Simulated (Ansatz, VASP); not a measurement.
**Two plane-wave programs on NbAs**

The input INCAR:

```
PREC = Accurate
ENCUT = 520
EDIFF = 1E-6
ISMEAR = 0
SIGMA = 0.05
LREAL = F
LASPH = T
NELM = 80
ALGO = Normal
ISIF = 2
LWAVE = F
LCHARG = T
GGA = PS
LELF = T
LVHAR = T
NBANDS = 16
```

File KPOINTS:

```
regular mesh
0
Gamma
  10 10 10
```

POSCAR

```
NbAs
1.0
    0.0000000000      2.8717620844      2.8717620844
    2.8717620844      0.0000000000      2.8717620844
    2.8717620844      2.8717620844      0.0000000000
Nb As
1 1
Direct
    0.0000000000      0.0000000000      0.0000000000
    0.2500000000      0.2500000000      0.2500000000
```

Input for Ansatz:

```yaml
crystal:
  lattice:
    - [0.0, 2.8717620844, 2.8717620844]
    - [2.8717620844, 0.0, 2.8717620844]
    - [2.8717620844, 2.8717620844, 0.0]
  atoms:
    - { symbol: Nb, position: [0.0, 0.0, 0.0] }
    - { symbol: As, position: [0.25, 0.25, 0.25] }
basis:
  ecutwfc: 420
  ecutrho_ratio: 4
kpoints:
  mp_grid: { grid: [10, 10, 10] }
hamiltonian:
  xc: pbesol
scf:
  occupations: { method: gaussian, width: 0.05 }
output:
  forces: true
  stress: true
  eigenvalues: true
```

Alike in both runs: task single point; functional PBEsol; k mesh 10 × 10 × 10; occupations gaussian, width 0.05 eV; no spin polarisation.

```csv
,VASP,Ansatz
version,VASP 6.6.1,Ansatz 0.2.0
potentials or method,"VASP PAW PBE potentials, release 64 (Nb_sv, As), cutoff 520 eV","scalar-relativistic, plane waves, PAW"
valence electrons in the cell,18,28
```

```tsv
	VASP	Ansatz	Ansatz less VASP
gap on the k mesh at the Fermi level (eV)	none	none	-
pressure (GPa)	0.2	0.0	-0.15
```

VASP's potentials were made for PBE, not for PBEsol. A gap of «none» marks a metal or a gap that the smearing closes. VASP's potentials hold 18 valence electrons a cell and Ansatz's 28, so a difference there can come from the potentials and not from the codes.
